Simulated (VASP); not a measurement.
Si, 2 atoms in the cell. It takes space group I4_1/amd (No. 141, tetragonal). The conventional cell has a = 3.919 Å, b = 3.919 Å, c = 5.747 Å, α = 90.00°, β = 90.00°, γ = 90.00°. Si (site symmetry -4m2) has 4 Si at 2.43 Å within 3.2 Å.  This cell differs from its parent crystal: volume 22.065 Å^3 an atom, c/a of the conventional cell 1.0371.

* Program: VASP 6.6.1
* Task: single point
* Functional: LDA
* Potentials or basis: VASP PAW LDA potentials, release 64 (Si)
* Cutoff: 520 eV
* k mesh: 12 × 12 × 12
* Occupations: gaussian, width 0.05 eV
* Spin: no spin polarisation
* Dipole correction: no
* Further INCAR settings: ALGO = Normal; EDIFF = 1e-07; NBANDS = 11

Potentials or basis: VASP PAW LDA potentials, release 64 (Si).

The run is started by

```bash
$ cat potpaw_LDA.64/Si/POTCAR > POTCAR
$ mpirun -np 1 vasp_std > vasp.out
```

Hardware: 1 thread of AMD EPYC 7R43 64-Core Processor (Zen 3) (shared host).

Q: How long does it take, and how much memory?

A: It took 59 s on 1 thread of AMD EPYC 7R43 64-Core Processor (Zen 3), with other jobs on the host, peak memory 0.15 GiB. Counts: scf iterations 12, k points 163.
